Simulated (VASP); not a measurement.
Input of a VASP 6.6.1 run:

Contents of INCAR:

```
SYSTEM = InP
PREC     = Accurate       ! precision mode
ENCUT    = 520            ! plane-wave cutoff, eV
EDIFF    = 1E-6           ! SCF threshold, eV
ISMEAR   = -1             ! smearing method
SIGMA    = 0.02           ! smearing width, eV
LREAL    = .FALSE.        ! projectors in reciprocal space
LASPH    = .TRUE.         ! aspherical terms in the spheres
NELM     = 80             ! most SCF steps
ALGO     = Normal         ! electronic algorithm
ISIF     = 2              ! what is computed and relaxed
LWAVE    = .FALSE.        ! write WAVECAR
LCHARG   = .TRUE.         ! write CHGCAR
GGA      = PE             ! functional
LELF     = .TRUE.         ! ELF
LVHAR    = .TRUE.       
NBANDS   = 16             ! bands
```

File KPOINTS:

```
Automatic mesh
0
G
  8 8 8
  0 0 0
```

POSCAR

```
InP
1.0
    0.0000000000      2.9980944654      2.9038910740
    2.9980944654      0.0000000000      2.9038910740
    2.9980944654      2.9980944654      0.0000000000
In P
1 1
Direct
    0.0000000000      0.0000000000      0.0000000000
    0.2500000000      0.2500000000      0.2500000000
```

Potentials or basis: VASP PAW PBE potentials, release 64 (In_d, P).

Launch:

```console
$ cat potpaw_PBE.64/In_d/POTCAR potpaw_PBE.64/P/POTCAR > POTCAR
$ mpirun -np 1 vasp_std > vasp.out
```

Q: What does it give for the pressure?

A: 0.7 GPa.

Q: Estimate the band gap on the k mesh.

A: 0.42 eV, direct.

Stress tensor (GPa, compression positive):
```
0.33 0.00 0.00
0.00 0.33 0.00
0.00 0.00 1.56
```

Caveat: the cell differs from its parent crystal (epitaxial xy strain +1.5%); spin-orbit coupling is left out, which moves the levels of the heavy elements.
